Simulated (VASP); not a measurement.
Set up this calculation in VASP 6.6.1, as the native input.

* Task: single point
* Functional: PBE
* Potentials or basis: VASP PAW PBE potentials, release 64 (Pt, Se, S)
* Cutoff: 520 eV
* k mesh: 8 × 8 × 8
* Occupations: gaussian, width 0.1 eV
* Spin: no spin polarisation
* Dipole correction: no
* Further INCAR settings: ALGO = Normal; EDIFF = 1e-06; NBANDS = 25

The structure of PtSeS3 lies in POSCAR:

```
PtSeS3
1.0
    4.6518023708      0.0000000000      0.0000000000
    0.0000000000      4.6518023708      0.0000000000
    0.0000000000      0.0000000000      5.0537372651
Pt Se S
1 1 3
Direct
    0.0000000000      0.0000000000      1.0018433891
    0.5000000000      0.5000000000      0.6994128872
    0.5000000000      0.0000000000      0.8862513356
    0.0000000000      0.5000000000      0.8862513356
    0.0000000000      0.0000000000      0.4702420025
```

The input as run:

INCAR

```
SYSTEM = PtSeS3
PREC = Accurate
ENCUT = 520
EDIFF = 1E-6
ISMEAR = 0
SIGMA = 0.1
LREAL = .FALSE.
LASPH = .TRUE.
NELM = 100
ALGO = Normal
ISIF = 2
LWAVE = .FALSE.
LCHARG = .TRUE.
GGA = PE
LELF = .TRUE.
LVHAR = .TRUE.
NBANDS = 25
```

KPOINTS

```
regular mesh
0
G
  8 8 8
  0 0 0
```

Potentials or basis: VASP PAW PBE potentials, release 64 (Pt, Se, S).

The run is started by

```sh
$ cat potpaw_PBE.64/Pt/POTCAR potpaw_PBE.64/Se/POTCAR potpaw_PBE.64/S/POTCAR > POTCAR
$ mpirun -np 1 vasp_std > vasp.out
```

It gave:

The pressure is -0.1 GPa and the largest force is 0.012 eV/Å. The band gap on the k mesh is zero (band 17 reaches 5.31 eV, above the bottom of band 18 at 4.27 eV).

Caveat: spin-orbit coupling is left out, which moves the levels of the heavy elements.

It took 66 s on 1 thread of Intel(R) Xeon(R) 6975P-C (Granite Rapids) (shared host), peak memory 0.35 GiB.
